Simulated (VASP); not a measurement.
Write the native input for VASP 6.6.1 that does the following.

```yaml
Task: single point
Functional: PBEsol
Potentials_or_basis: VASP PAW PBE potentials, release 64 (Zr_sv, C)
Cutoff: 520 eV
k_mesh: 12 × 12 × 6
Occupations: gaussian, width 0.05 eV
Spin: no spin polarisation
Dipole_correction: no
Further_INCAR_settings: ALGO = Normal; EDIFF = 1e-07; NBANDS = 24
```

The structure of ZrC lies in POSCAR:

```
ZrC
1.0
    3.2953936145      0.0000000000      0.0000000000
   -1.6476968073      2.8538945856      0.0000000000
    0.0000000000      0.0000000000      5.8284245464
Zr C
2 2
Direct
    0.0000000000      0.0000000000      0.0000000000
    0.0000000000      0.0000000000      0.5000000000
    0.3333333333      0.6666666667      0.2500000000
    0.6666666667      0.3333333333      0.7500000000
```

This cell differs from its parent crystal: volume scaled by 1.020.

One way to write it, as run:

INCAR

```
SYSTEM = ZrC
ALGO = Normal
EDIFF = 1E-7
ENCUT = 520
GGA = PS
ISIF = 2
ISMEAR = 0
LASPH = .TRUE.
LCHARG = .TRUE.
LELF = .TRUE.
LREAL = .FALSE.
LVHAR = .TRUE.
LWAVE = .FALSE.
NBANDS = 24
NELM = 100
PREC = Accurate
SIGMA = 0.05
```

KPOINTS

```
k-points
0
G
  12 12 6
  0 0 0
```

Potentials or basis: VASP PAW PBE potentials, release 64 (Zr_sv, C).

Run with:

```sh
$ cat potpaw_PBE.64/Zr_sv/POTCAR potpaw_PBE.64/C/POTCAR > POTCAR
$ mpirun -np 1 vasp_std > vasp.out
```

It gave:

```json
{
 "Pressure": "-3.6 GPa",
 "Band gap on the k mesh": "zero (band 16 reaches 10.10 eV, above the bottom of band 17 at 8.57 eV)"
}
```

Caveat: the PAW data sets were made with another functional, which shifts forces and pressure a little.

Run time: 91 s on 1 thread of AMD EPYC 7R43 64-Core Processor (Zen 3), on a shared host, peak memory 0.2 GiB.
